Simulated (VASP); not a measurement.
# Sc (I4/mmm) in VASP: single point with PBE+D4

Aim: the single point of Sc with PBE+D4.

Everything below comes from runs of VASP 6.6.1. Logs are shortened: lines on timing, memory, paths and dates and some standing lists are left out, and cuts for length are marked.

### 1 The cell of the first run

Symmetry: I4/mmm, No. 139, tetragonal system. Conventional cell: a = 3.648 Å, b = 3.648 Å, c = 3.620 Å, α = 90.00°, β = 90.00°, γ = 90.00°. Sc (site symmetry 4/mmm) has 14 Sc at 3.15 to 3.65 Å within 4.1 Å.

### 2 Single point, PBE+D4

Contents of INCAR:

```
SYSTEM = Sc
ALGO = Normal
EDIFF = 1E-6
ENCUT = 520
GGA = PE
ISIF = 2
ISMEAR = -1
IVDW = 13
LASPH = .True.
LCHARG = .False.
LREAL = .False.
LWAVE = .False.
NBANDS = 12
NELM = 100
PREC = Accurate
SIGMA = 0.05
```

Contents of KPOINTS:

```
k-points
0
Gamma
  10 10 10
  0 0 0
```

Contents of POSCAR:

```
Sc
1.0
   -1.8242474886      1.8242474886      1.8101251955
    1.8242474886     -1.8242474886      1.8101251955
    1.8242474886      1.8242474886     -1.8101251955
Sc
1
Direct
    0.0000000000      0.0000000000      0.0000000000
```

Potentials or basis: VASP PAW PBE potentials, release 64 (Sc_sv).

Command:

```bash
$ cat potpaw_PBE.64/Sc_sv/POTCAR > POTCAR
$ mpirun -np 1 vasp_std > vasp.out
```

OUTCAR:

```text
SYSTEM = Sc
   EDIFF = 1E-6
   ENCUT = 520
   GGA = PE
   ISIF = 2
   ISMEAR = -1
   IVDW = 13
   LASPH = .True.
   LREAL = .False.
   NELM = 100
   PREC = Accurate

 ion  position               nearest neighbor table
   1  0.000  0.000  0.000-

  LATTYP: Found a body centered tetragonal cell.
 ALAT       =     3.6484949772
 C/A-ratio  =     0.9922585651

  Lattice vectors:

 A1 = (  -1.8242474886,   1.8242474886,   1.8101251955)
 A2 = (   1.8242474886,  -1.8242474886,   1.8101251955)
 A3 = (   1.8242474886,   1.8242474886,  -1.8101251955)

Analysis of symmetry for initial positions (statically):
=====================================================================
 Subroutine PRICEL returns:
 Original cell was already a primitive cell.

 Routine SETGRP: Setting up the symmetry group for a
 body centered tetragonal supercell.

 Subroutine GETGRP returns: Found 16 space group operations
 (whereof 16 operations were pure point group operations)
 out of a pool of 16 trial point group operations.

The static configuration has the point symmetry D_4h.

Analysis of symmetry for dynamics (positions and initial velocities):
=====================================================================
 Subroutine PRICEL returns:
 Original cell was already a primitive cell.

 Routine SETGRP: Setting up the symmetry group for a
 body centered tetragonal supercell.

 Subroutine GETGRP returns: Found 16 space group operations
 (whereof 16 operations were pure point group operations)
 out of a pool of 16 trial point group operations.

The dynamic configuration has the point symmetry D_4h.

 Subroutine INISYM returns: Found 16 space group operations
 (whereof 16 operations are pure point group operations),
 and found     1 'primitive' translations

----------------------------------------------------------------------------------------

                                     Primitive cell

  volume of cell :      24.0955

  direct lattice vectors                    reciprocal lattice vectors
    -1.824247489  1.824247489  1.810125195     0.000000000  0.274085618  0.276223988
     1.824247489 -1.824247489  1.810125195     0.274085618  0.000000000  0.276223988
     1.824247489  1.824247489 -1.810125195     0.274085618  0.274085618  0.000000000

  length of vectors
     3.151556920  3.151556920  3.151556920     0.389130592  0.389130592  0.387615598

  position of ions in fractional coordinates (direct lattice)
     0.000000000  0.000000000  0.000000000

  ion indices of the primitive-cell ions
   primitive index   ion index
                 1           1

----------------------------------------------------------------------------------------

 KPOINTS: k-points

Automatic generation of k-mesh.
 Grid dimensions read from file:
 generate k-points for:   10   10   10

 Generating k-lattice:

  Cartesian coordinates                     Fractional coordinates (reciprocal lattice)
     0.000000000  0.027408562  0.027622399     0.100000000 -0.000000000  0.000000000
     0.027408562  0.000000000  0.027622399    -0.000000000  0.100000000  0.000000000
     0.027408562  0.027408562  0.000000000     0.000000000  0.000000000  0.100000000

  Length of vectors
     0.038913059  0.038913059  0.038761560

  Shift w.r.t. Gamma in fractional coordinates (k-lattice)
     0.000000000  0.000000000  0.000000000

 Subroutine IBZKPT returns following result:
 ===========================================

 Found    102 irreducible k-points:

 Following reciprocal coordinates:
            Coordinates               Weight
  0.000000  0.000000  0.000000      1.000000
  0.100000  0.000000  0.000000      8.000000
  0.200000  0.000000  0.000000      8.000000
  0.300000  0.000000  0.000000      8.000000
  0.400000  0.000000  0.000000      8.000000
  0.500000  0.000000  0.000000      4.000000
[... 16 lines left out ...]
  0.300000  0.300000  0.000000      8.000000
  0.400000  0.300000 -0.000000     16.000000
 [... further k-points ...]
   k-points           NKPTS =    102   k-points in BZ     NKDIM =    102   number of bands    NBANDS=     12
   number of dos      NEDOS =    301   number of ions     NIONS =      1
   total plane-waves  NPLWV =  13824
   dimension x,y,z NGX =    24 NGY =   24 NGZ =   24
   dimension x,y,z NGXF=    48 NGYF=   48 NGZF=   48
   ions per type =               1
   NGX,Y,Z   is equivalent  to a cutoff of  12.66, 12.66, 12.66 a.u.
   NGXF,Y,Z  is equivalent  to a cutoff of  25.32, 25.32, 25.32 a.u.
 SYSTEM =  Sc
   PREC   = accura    normal or accurate (medium, high low for compatibility)
   ISTART =      0    job   : 0-new  1-cont  2-samecut
   ICHARG =      2    charge: 1-file 2-atom 10-const
   ISPIN  =      1    spin polarized calculation?
   LNONCOLLINEAR =      F non collinear calculations
   LSORBIT =      F    spin-orbit coupling
   LASPH  =      T    aspherical Exc in radial PAW
   ENCUT  =  520.0 eV  38.22 Ry    6.18 a.u.   5.86  5.86  5.86*2*pi/ulx,y,z
   NELM   =    100;   NELMIN=  2; NELMDL= -5     # of ELM steps
   EDIFF  = 0.1E-05   stopping-criterion for ELM
   LREAL  =      F    real-space projection
   EDIFFG = 0.1E-04   stopping-criterion for IOM
   NSW    =      0    number of steps for IOM
   IBRION =     -1    ionic relax: 0-MD 1-quasi-New 2-CG
   NFREE  =      0    steps in history (QN), initial steepest desc. (CG)
   ISIF   =      2    stress and relaxation
   ISYM   =      2    0-nonsym 1-usesym 2-fastsym
   POTIM  = 0.5000    time-step for ionic-motion
   TEBEG  =    0.0;   TEEND  =   0.0 temperature during run
   PSTRESS=    0.0 pullay stress
   NELECT =      11.0000    total number of electrons
   NUPDOWN=      -1.0000    fix difference up-down
   EMIN   =  10.00;   EMAX   =-10.00  energy-range for DOS
[... 5 lines left out ...]
     AMIX     =   0.40;   BMIX     =  1.00
     AMIX_MAG =   1.60;   BMIX_MAG =  1.00
  volume/ion in A,a.u.               =      24.10       162.60
  Fermi-wavevector in a.u.,A,eV,Ry     =   1.260551  2.382096 21.619499  1.588988
  Thomas-Fermi vector in A             =   2.394055
   LORBIT       =      0    0 simple, 1 ext, 2 COOP (PROOUT), +10 PAW based schemes
   GGA     = PE    functional components
   LHFCALC =     F    Hartree Fock is set to
   AEXX    =    0.0000 exact exchange contribution
   IVDW    =    13    specifies the selected vdW correction
   LEPSILON=     F    determine dielectric tensor
   LRPA    =     F    only Hartree local field effects (RPA)
 non-spin polarized calculation
  energy-cutoff  :      520.00
  volume of cell :       24.10
 maximum number of plane-waves:       682
   NGX = 11   NGY = 11   NGZ = 11

 number of electron      11.0000004 magnetization

 Free energy of the ion-electron system (eV)
  ---------------------------------------------------
  ext. energy  EPLUGINS =         0.00000000
  ---------------------------------------------------
  free energy    TOTEN  =        -6.15063877 eV

  energy without entropy =       -6.12989689  energy(sigma->0) =       -6.14026783

 E-fermi :   3.9270     XC(G=0):  -9.9731

 val. band max:        3.9136270935   @ k =   0.2000   0.2000   0.1000
 cond. band min:       3.9289800713   @ k =   0.4000   0.2000   0.1000
 fundamental gap:      0.0153529779
 Fermi energy:         3.9269808810

 k-point     1 :       0.0000    0.0000    0.0000
  band No.  band energies     occupation
      1     -45.6061      2.00000
      2     -24.0012      2.00000
      3     -24.0012      2.00000
      4     -23.9995      2.00000
      5      -1.3526      2.00000
      6       5.3783      0.00000
      7       5.4268      0.00000
      8       5.4268      0.00000
      9       6.8251      0.00000
     10       6.8803      0.00000
     11      18.1443      0.00000
     12      18.1444      0.00000

 k-point     2 :       0.1000    0.0000    0.0000
  band No.  band energies     occupation
      1     -45.5995      2.00000
      2     -24.0423      2.00000
      3     -24.0145      2.00000
      4     -24.0007      2.00000
      5      -1.0805      2.00000
      6       5.2656      0.00000
      7       5.3639      0.00000
      8       5.6060      0.00000
      9       6.7201      0.00000
     10       6.8525      0.00000
     11      17.7532      0.00000
     12      18.1214      0.00000

 k-point     3 :       0.2000    0.0000    0.0000
  band No.  band energies     occupation
      1     -45.5821      2.00000
      2     -24.1506      2.00000
      3     -24.0489      2.00000
      4     -24.0013      2.00000
      5      -0.3148      2.00000
      6       4.9348      0.00000
      7       5.0426      0.00000
      8       6.1770      0.00000
      9       6.5968      0.00000
     10       6.8958      0.00000
     11      16.2015      0.00000
     12      17.3240      0.00000

 k-point     4 :       0.3000    0.0000    0.0000
  band No.  band energies     occupation
      1     -45.5604      2.00000
      2     -24.2816      2.00000
      3     -24.0912      2.00000
      4     -24.0022      2.00000
      5       0.7676      2.00000
      6       4.5536      0.00001
      7       4.5627      0.00001
      8       6.7043      0.00000
      9       6.9953      0.00000
     10       7.0017      0.00000
     11      13.9489      0.00000
     12      16.0334      0.00000

 k-point     5 :       0.4000    0.0000    0.0000
  band No.  band energies     occupation
      1     -45.5429      2.00000
      2     -24.3853      2.00000
      3     -24.1251      2.00000
      4     -24.0030      2.00000
      5       1.7563      2.00000
      6       4.2862      0.00151
      7       4.3431      0.00049
      8       6.8293      0.00000
      9       7.1182      0.00000
     10       7.8225      0.00000
     11      11.9505      0.00000
     12      15.0246      0.00000
[... 228 lines left out ...]
      1     -45.5681      2.00000
      2     -24.2296      2.00000
      3     -24.0686      2.00000
      4     -24.0151      2.00000
      5       0.3708      2.00000
      6       4.6568      0.00000
      7       4.7578      0.00000
      8       6.4799      0.00000
      9       6.7551      0.00000
     10       7.0408      0.00000
     11      15.0795      0.00000
     12      16.2284      0.00000

 k-point    22 :      -0.2000    0.2000    0.0000
  band No.  band energies     occupation
      1     -45.5822      2.00000
      2     -24.1516      2.00000
      3     -24.0464      2.00000
      4     -24.0013      2.00000
      5      -0.3228      2.00000
      6       4.9734      0.00000
      7       5.0125      0.00000
      8       6.1955      0.00000
      9       6.5500      0.00000
     10       6.9175      0.00000
     11      16.1239      0.00000
     12      17.3386      0.00000

 k-point    23 :       0.3000    0.3000    0.0000
  band No.  band energies     occupation
      1     -45.5288      2.00000
      2     -24.3294      2.00000
      3     -24.2462      2.00000
      4     -24.0522      2.00000
      5       3.2233      2.00000
      6       3.6597      1.99052
      7       3.9839      0.48500
      8       6.8960      0.00000
      9       7.1733      0.00000
     10       9.7295      0.00000
     11      11.2103      0.00000
     12      11.4483      0.00000

 k-point    24 :       0.4000    0.3000   -0.0000
  band No.  band energies     occupation
      1     -45.5289      2.00000
      2     -24.3296      2.00000
      3     -24.2455      2.00000
      4     -24.0515      2.00000
      5       3.2167      2.00000
      6       3.6740      1.98739
      7       3.9751      0.55290
      8       6.9145      0.00000
      9       7.1314      0.00000
     10       9.7135      0.00000
     11      11.2285      0.00000
     12      11.4650      0.00000

 [... further k-points ...]

------------------------ aborting loop because EDIFF is reached ----------------------------------------

  DFT-D4 for vdW energy calculation

  Edisp (eV):   -0.27205

  FORCE on cell =-STRESS in cart. coord.  units (eV):
  Direction    XX          YY          ZZ          XY          YZ          ZX
  --------------------------------------------------------------------------------------
  -------------------------------------------------------------------------------------
  Total       0.00543     0.00543     0.00717     0.00000     0.00000     0.00000
  in kB       0.36138     0.36138     0.47697     0.00000     0.00000     0.00000
  external pressure =        0.40 kB  Pullay stress =        0.00 kB

 VOLUME and BASIS-vectors are now :
 -----------------------------------------------------------------------------
  energy-cutoff  :      520.00
  volume of cell :       24.10
      direct lattice vectors                 reciprocal lattice vectors
    -1.824247489  1.824247489  1.810125195     0.000000000  0.274085618  0.276223988
     1.824247489 -1.824247489  1.810125195     0.274085618  0.000000000  0.276223988
     1.824247489  1.824247489 -1.810125195     0.274085618  0.274085618  0.000000000

 POSITION                                       TOTAL-FORCE (eV/Angst)
 -----------------------------------------------------------------------------------
      0.00000      0.00000      0.00000         0.000000      0.000000     -0.000000
 -----------------------------------------------------------------------------------
    total drift:                                0.000000      0.000000     -0.000000

  FREE ENERGIE OF THE ION-ELECTRON SYSTEM (eV)
  ---------------------------------------------------
  free  energy   TOTEN  =        -6.4226840950 eV

  energy  without entropy=       -6.4019422200  energy(sigma->0) =       -6.41231316
```

It took 16 s on 1 thread of Intel Xeon Platinum 8259CL at 2.50GHz (Skylake/Cascade Lake), shared host; peak memory 0.15 GiB.

What came out:

- Free energy: -6.4227 eV
- Pressure: 0.0 GPa
- Dispersion energy per atom: -0.272 eV

Caveat: pairwise dispersion overbinds metals, which lowers pressure and volume.
